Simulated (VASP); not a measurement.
# KHgF2 (P4/mmm) in VASP: notebook, part 2 of 2

VASP 6.6.1.

## (3) Single point, PBE

This run uses another cell than the first one, of 19.83 Å³/atom.

Input file INCAR:

```
PREC     = Accurate       # precision mode
ENCUT    = 520            # plane-wave cutoff, eV
EDIFF    = 1E-7           # SCF threshold, eV
ISMEAR   = 0              # smearing method
SIGMA    = 0.1            # smearing width, eV
LREAL    = F              # projectors in reciprocal space
LASPH    = T              # aspherical terms in the spheres
NELM     = 100            # most SCF steps
ALGO     = Normal         # electronic algorithm
ISIF     = 2              # what is computed and relaxed
LWAVE    = F              # write WAVECAR
LCHARG   = T              # write CHGCAR
GGA      = PE             # functional
LELF     = T              # ELF
LVHAR    = T            
NBANDS   = 26             # bands
```

Input file KPOINTS:

```
Automatic mesh
0
Gamma
  4 4 4
```

Input file POSCAR:

```
KHgF2
1.0
    4.8845760337      0.0000000000      0.0000000000
    0.0000000000      4.8845760337      0.0000000000
    0.0000000000      0.0000000000      3.3253345579
K Hg F
1 1 2
Direct
    0.5000000000      0.5000000000      0.5000000000
    0.0000000000      0.0000000000      0.0000000000
    0.5000000000      0.0000000000      0.0000000000
    0.0000000000      0.5000000000      0.0000000000
```

Potentials or basis: VASP PAW PBE potentials, release 64 (K_sv, Hg, F).

Started as:

```bash
$ cat potpaw_PBE.64/K_sv/POTCAR potpaw_PBE.64/Hg/POTCAR potpaw_PBE.64/F/POTCAR > POTCAR
$ mpirun -np 1 vasp_std > vasp.out
```

OUTCAR:

```text
PREC = Accurate
   ENCUT = 520
   EDIFF = 1E-7
   ISMEAR = 0
   LREAL = F
   LASPH = T
   NELM = 100
   ISIF = 2
   GGA = PE

 ion  position               nearest neighbor table
   1  0.500  0.500  0.500-   2 3.83   2 3.83   2 3.83   2 3.83   2 3.83   2 3.83   2 3.83   2 3.83

   2  0.000  0.000  0.000-   3 2.44   4 2.44   4 2.44   3 2.44   1 3.83   1 3.83   1 3.83   1 3.83
                             1 3.83   1 3.83   1 3.83   1 3.83
   3  0.500  0.000  0.000-   2 2.44   2 2.44
[... 714 lines left out ...]
  FORCE on cell =-STRESS in cart. coord.  units (eV):
  Direction    XX          YY          ZZ          XY          YZ          ZX
  --------------------------------------------------------------------------------------
  -------------------------------------------------------------------------------------
  Total       -0.0375453     -0.0375453     -0.1169922      0.0000000      0.0000000      0.0000000
  in kB       -0.7581883     -0.7581883     -2.3625354      0.0000000      0.0000000      0.0000000
  external PRESSURE =      -1.2929707 kB  Pullay stress =       0.0000000 kB

 VOLUME and BASIS-vectors are now :
 -----------------------------------------------------------------------------
  energy-cutoff  :      520.00
  volume of cell :       79.34
      direct lattice vectors                 reciprocal lattice vectors
     4.884576034  0.000000000  0.000000000     0.204726059  0.000000000  0.000000000
     0.000000000  4.884576034  0.000000000     0.000000000  0.204726059  0.000000000
     0.000000000  0.000000000  3.325334558     0.000000000  0.000000000  0.300721621

 POSITION                                       TOTAL-FORCE (eV/Angst)
 -----------------------------------------------------------------------------------
      2.44229      2.44229      1.66267         0.000000      0.000000      0.000000
      0.00000      0.00000      0.00000         0.000000      0.000000      0.000000
      2.44229      0.00000      0.00000         0.000000      0.000000      0.000000
      0.00000      2.44229      0.00000         0.000000      0.000000      0.000000
 -----------------------------------------------------------------------------------
    total drift:                                0.000000      0.000000     -0.000000

  FREE ENERGIE OF THE ION-ELECTRON SYSTEM (eV)
  ---------------------------------------------------
  free  energy   TOTEN  =       -11.8992039079 eV

  energy  without entropy=      -11.8934232966  energy(sigma->0) =      -11.89631360
```

OSZICAR:

```text
N       E                     dE             d eps       ncg     rms          rms(c)
DAV:   1     0.289197246884E+03    0.28920E+03   -0.17847E+04   936   0.126E+03
DAV:   2     0.402768354116E+01   -0.28517E+03   -0.27137E+03   992   0.360E+02
DAV:   3    -0.136775960229E+02   -0.17705E+02   -0.17542E+02  1262   0.879E+01
DAV:   4    -0.144913688016E+02   -0.81377E+00   -0.81272E+00  1398   0.105E+01
DAV:   5    -0.144966073463E+02   -0.52385E-02   -0.52379E-02  1106   0.896E-01    0.904E+00
DAV:   6    -0.120551525943E+02    0.24415E+01   -0.79046E+00  1162   0.236E+01    0.596E+00
DAV:   7    -0.119688787712E+02    0.86274E-01   -0.63217E-01  1002   0.556E+00    0.374E+00
DAV:   8    -0.118982878974E+02    0.70591E-01   -0.17017E-01  1064   0.323E+00    0.412E-01
DAV:   9    -0.118984786843E+02   -0.19079E-03   -0.16459E-02  1114   0.871E-01    0.210E-01
DAV:  10    -0.118988731567E+02   -0.39447E-03   -0.11090E-03  1104   0.276E-01    0.101E-01
DAV:  11    -0.118991617773E+02   -0.28862E-03   -0.25473E-04  1018   0.135E-01    0.315E-02
DAV:  12    -0.118992030215E+02   -0.41244E-04   -0.62625E-05  1036   0.746E-02    0.918E-03
DAV:  13    -0.118992038614E+02   -0.83995E-06   -0.75145E-06  1148   0.207E-02    0.358E-03
DAV:  14    -0.118992039079E+02   -0.46509E-07   -0.50217E-07  1062   0.445E-03
   1 F= -.11899204E+02 E0= -.11896314E+02  d E =-.578061E-02
```

It took 22 s on 1 thread of AMD EPYC 9R45 (Zen 5), shared host; peak memory 0.17 GiB.

What came out:

```yaml
Free_energy: -11.8992 eV
Pressure: -0.1 GPa
Band_gap_on_the_k_mesh: zero (an odd number of electrons rules out a gap without spin polarisation)
```

Stress tensor (GPa, compression positive):
```
-0.08  0.00  0.00
 0.00 -0.08  0.00
 0.00  0.00 -0.24
```

Caveat: the k points lie up to 0.47 Å⁻¹ apart, too coarse for converged energies and pressures of a metal; spin-orbit coupling is left out, which moves the levels of the heavy elements; an odd number of electrons without spin polarisation forces a metal; a magnetic or distorted state may lie lower.

## (4) Single point, PBE

This run uses another cell than the first one, of 19.83 Å³/atom.

Input file INCAR:

```
  PREC = Accurate
  ENCUT = 520
  EDIFF = 1E-7
  ISMEAR = 0
  SIGMA = 0.1
  LREAL = F
  LASPH = T
  NELM = 100
  ALGO = Normal
  ISIF = 2
  LWAVE = F
  LCHARG = T
  GGA = PE
  LELF = T
  LVHAR = T
  NBANDS = 26
```

Input file KPOINTS:

```
Automatic mesh
0
Gamma
  4 4 6
```

POSCAR is that of step 3.

Started as:

```bash
$ cat potpaw_PBE.64/K_sv/POTCAR potpaw_PBE.64/Hg/POTCAR potpaw_PBE.64/F/POTCAR > POTCAR
$ mpirun -np 1 vasp_std > vasp.out
```

Run time: 32 s. Hardware: 1 thread of AMD EPYC 9R45 (Zen 5), shared host; peak memory 0.17 GiB.

Results (log left out):

```
Free energy            : -11.8766 eV
Pressure               : -0.1 GPa
Band gap on the k mesh : zero (an odd number of electrons rules out a gap without spin polarisation)
```

Stress tensor (GPa, compression positive):
```
-0.16  0.00  0.00
 0.00 -0.16  0.00
 0.00  0.00 -0.04
```

Levels at points of the mesh, in eV from the Fermi level:
```tsv
k point	band 13	band 14	band 15	band 16	band 17	band 18	band 19	band 20	band 21	band 22
(0.00, 0.00, 0.00)	-4.55	-3.51	-3.51	-3.21	-3.10	-2.88	5.07	6.60	6.60	7.20
(0.50, 0.00, 0.00)	-4.40	-3.89	-3.35	-3.19	-2.97	-0.20	3.40	5.41	5.93	8.86
(0.50, 0.50, 0.00)	-3.59	-3.43	-3.00	-3.00	-1.98	0.76	4.14	4.14	5.90	8.31
(0.00, 0.00, 0.50)	-4.44	-4.25	-3.81	-3.59	-3.59	-0.04	2.36	7.41	7.41	8.37
(0.50, 0.00, 0.50)	-3.87	-3.59	-3.58	-3.45	-3.32	1.51	2.21	7.16	7.32	7.37
(0.50, 0.50, 0.50)	-3.46	-3.46	-3.32	-3.31	-1.96	1.65	2.64	5.58	5.58	7.86
```

Caveat: spin-orbit coupling is left out, which moves the levels of the heavy elements; an odd number of electrons without spin polarisation forces a metal; a magnetic or distorted state may lie lower.

## (5) Relaxation of cell and atoms, PBE

Input file INCAR:

```
SYSTEM = KHgF2
ALGO     = Normal         ! electronic algorithm
EDIFF    = 1E-6           ! SCF threshold, eV
EDIFFG   = -0.04          ! ionic threshold
ENCUT    = 600            ! plane-wave cutoff, eV
GGA      = PE             ! functional
IBRION   = 2              ! ionic algorithm
ISIF     = 3              ! what is computed and relaxed
ISMEAR   = 0              ! smearing method
LASPH    = .TRUE.         ! aspherical terms in the spheres
LCHARG   = .FALSE.        ! write CHGCAR
LREAL    = .FALSE.        ! projectors in reciprocal space
LWAVE    = .FALSE.        ! write WAVECAR
NELM     = 100            ! most SCF steps
NSW      = 90             ! ionic steps
PREC     = Accurate       ! precision mode
SIGMA    = 0.1            ! smearing width, eV
```

Input file KPOINTS:

```
k-points
0
G
  4 4 4
  0 0 0
```

Input file POSCAR:

```
KHgF2
1.0
    4.1889974400      0.0000000000      0.0000000000
    0.0000000000      4.1889974400      0.0000000000
    0.0000000000      0.0000000000      4.0350827600
K Hg F
1 1 2
Direct
    0.5000000000      0.5000000000      0.5000000000
    0.0000000000      0.0000000000      0.0000000000
    0.5000000000      0.0000000000      0.0000000000
    0.0000000000      0.5000000000      0.0000000000
```

Started as:

```bash
$ cat potpaw_PBE.64/K_sv/POTCAR potpaw_PBE.64/Hg/POTCAR potpaw_PBE.64/F/POTCAR > POTCAR
$ mpirun -np 1 vasp_std > vasp.out
```

It took 3 min on 1 thread of AMD EPYC 9R45 (Zen 5), shared host; peak memory 0.2 GiB.

Results (log left out):

| Quantity | Value |
| --- | --- |
| Free energy | -11.8737 eV |
| Relaxed volume | 19.66 Å³/atom |
| Relaxed cell | a = 4.863 Å, b = 4.863 Å, c = 3.325 Å, α = 90.00°, β = 90.00°, γ = 90.00° |
| Space group after relaxing (to 0.1 Å) | P4/mmm (No. 123) |
| Energy gained by relaxing | 535.4 meV/atom |
| Ionic steps | 12 |
| Pressure after relaxing | 0.0 GPa |
| Band gap on the k mesh | zero (an odd number of electrons rules out a gap without spin polarisation) |

Step by step:
| step | energy change (eV) | largest force (eV/Å) | pressure (GPa) | volume (Å³) |
| --- | --- | --- | --- | --- |
| 1 | 0.0000 | 0.0000 | 24.27 | 70.81 |
| 2 | -1.8360 | 0.0000 | -3.95 | 100.94 |
| 3 | -1.9429 | 0.0000 | -0.46 | 92.32 |
| 4 | -1.9455 | 0.0000 | -1.05 | 93.52 |
| 5 | -1.9452 | 0.0000 | -0.82 | 93.03 |
| 6 | -1.9780 | 0.0000 | -0.74 | 91.39 |
| 7 | -2.0614 | 0.0000 | -0.49 | 86.40 |
| 8 | -2.1380 | 0.0000 | 0.68 | 76.23 |
| 9 | -2.1406 | 0.0000 | 0.43 | 77.70 |
| 10 | -2.1407 | 0.0000 | 0.36 | 78.15 |
| 11 | -2.1399 | 0.0000 | -0.55 | 79.30 |
| 12 | -2.1416 | 0.0000 | -0.03 | 78.63 |

Final structure:
```xyz
4
Lattice="4.8630 0.0000 0.0000 0.0000 4.8630 0.0000 0.0000 0.0000 3.3250" Properties=species:S:1:pos:R:3 pbc="T T T"
K     2.4315    2.4315    1.6625
Hg    0.0000    0.0000    0.0000
F     2.4315    0.0000    0.0000
F     0.0000    2.4315    0.0000
```

Levels at points of the mesh, in eV from the Fermi level:
| k point | band 13 | band 14 | band 15 | band 16 | band 17 | band 18 | band 19 | band 20 | band 21 |
| --- | --- | --- | --- | --- | --- | --- | --- | --- | --- |
| (0.00, 0.00, 0.00) | -4.69 | -3.64 | -3.64 | -3.36 | -3.24 | -2.97 | 5.00 | 7.10 | 7.26 |
| (0.50, 0.00, 0.00) | -4.49 | -4.02 | -3.46 | -3.34 | -3.10 | -0.26 | 3.32 | 5.33 | 5.84 |
| (0.50, 0.50, 0.00) | -3.70 | -3.56 | -3.13 | -3.13 | -2.05 | 0.71 | 4.06 | 4.06 | 5.83 |
| (0.00, 0.00, 0.50) | -4.58 | -4.40 | -3.95 | -3.72 | -3.72 | -0.13 | 2.25 | 7.34 | 7.34 |
| (0.50, 0.00, 0.50) | -4.01 | -3.72 | -3.70 | -3.57 | -3.42 | 1.46 | 2.10 | 7.10 | 7.23 |
| (0.50, 0.50, 0.50) | -3.58 | -3.58 | -3.43 | -3.43 | -2.03 | 1.52 | 2.60 | 5.49 | 5.49 |

Caveat: the k points lie up to 0.47 Å⁻¹ apart in the final cell, too coarse for converged energies and pressures of a metal; a cell axis changed by over 15 % at a fixed basis, so the end point is rough; spin-orbit coupling is left out, which moves the levels of the heavy elements; an odd number of electrons without spin polarisation forces a metal; a magnetic or distorted state may lie lower.

## (6) Summary

| task | cell | k mesh | cutoff (eV) | gap on the mesh (eV) | pressure (GPa) |
| --- | --- | --- | --- | --- | --- |
| single point | a = 4.189, b = 4.189, c = 4.035 Å, 4 atoms | 4 × 4 × 4 | 520 | none | 24.3 |
| single point | a = 4.885, b = 4.885, c = 3.325 Å, 4 atoms | 4 × 4 × 4 | 520 | none | -0.1 |
| single point | a = 4.885, b = 4.885, c = 3.325 Å, 4 atoms | 4 × 4 × 6 | 520 | none | -0.1 |
| relaxation of cell and atoms | relaxed from a = 4.189, b = 4.189, c = 4.035 Å, 4 atoms | 4 × 4 × 4 | 600 | none | 0.0 |

Alike in all rows: level PBE; potentials or basis VASP PAW PBE potentials, release 64 (K_sv, Hg, F); no spin polarisation; smearing gaussian 0.1 eV.

Caveats: some runs use coarse meshes; spin-orbit coupling is left out, which moves the levels of the heavy elements; an odd number of electrons without spin polarisation forces a metal; a magnetic or distorted state may lie lower; a cell axis changed by over 15 % at a fixed basis, so the end point is rough (at least some runs).

Absolute energies hang on the potentials; compare differences alone.
